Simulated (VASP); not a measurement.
Al2O3: single point with PBEsol

Crystal: Al2O3.

```xyz
10
Lattice="2.5757 1.4871 4.3206 -2.5757 1.4871 4.3206 0.0000 -2.9741 4.3206" Properties=species:S:1:pos:R:3 pbc="T T T"
Al    0.0000    0.0000   11.0438
Al    0.0000    0.0000    8.3987
Al    0.0000    0.0000    1.9179
Al    0.0000    0.0000    4.5630
O    -1.0001   -1.4871    5.4007
O     1.7879   -0.1226    5.4007
O    -0.7878    1.6096    5.4007
O     1.0001    1.4871    7.5610
O    -1.7879    0.1226    7.5610
O     0.7878   -1.6096    7.5610
```

```
Program                : VASP 6.6.1
Task                   : single point
Functional             : PBEsol
Potentials or basis    : VASP PAW PBE potentials, release 64 (Al, O)
Cutoff                 : 520 eV
k mesh                 : 6 × 6 × 6
Occupations            : gaussian, width 0.05 eV
Spin                   : no spin polarisation
Dipole correction      : no
Further INCAR settings : ALGO = Normal; EDIFF = 1e-07; NBANDS = 35
```

```json
{"Pressure": "-27.0 GPa", "Largest force": "0.424 eV/Å", "Band gap on the k mesh": "3.73 eV"}
```

Forces on the atoms (eV/Å):
```
Al   0.000  0.000  0.424
Al   0.000  0.000 -0.424
Al   0.000  0.000 -0.424
Al   0.000  0.000  0.424
O   -0.354  0.000  0.000
O    0.177 -0.307  0.000
O    0.177  0.307  0.000
O    0.354  0.000  0.000
O   -0.177  0.307  0.000
O   -0.177 -0.307  0.000
```

Stress tensor (GPa, compression positive):
```
-35.89   0.00   0.00
  0.00 -35.89   0.00
  0.00   0.00  -9.17
```

Levels at points of the mesh, in eV from the valence-band top:
| k point | band 21 | band 22 | band 23 | band 24 | band 25 | band 26 | band 27 | band 28 |
| --- | --- | --- | --- | --- | --- | --- | --- | --- |
| (0.00, 0.00, 0.00) | -0.67 | -0.59 | -0.59 | 0.00 | 3.73 | 6.94 | 8.56 | 9.00 |
| (0.50, 0.00, 0.00) | -1.00 | -1.00 | -0.43 | -0.43 | 7.07 | 7.07 | 7.65 | 7.65 |
| (0.50, 0.50, 0.00) | -1.26 | -1.19 | -0.75 | -0.40 | 7.34 | 7.51 | 7.57 | 8.48 |
| (0.50, 0.50, 0.50) | -0.87 | -0.87 | -0.87 | -0.87 | 6.29 | 6.29 | 9.41 | 9.41 |

Wall time 67 s on 1 thread of Intel(R) Xeon(R) Platinum 8488C (Sapphire Rapids) (shared host), peak memory 0.26 GiB.

Caveat: the stress differs along the axes, from -36 to -9 GPa; the PAW data sets were made with another functional, which shifts forces and pressure a little.
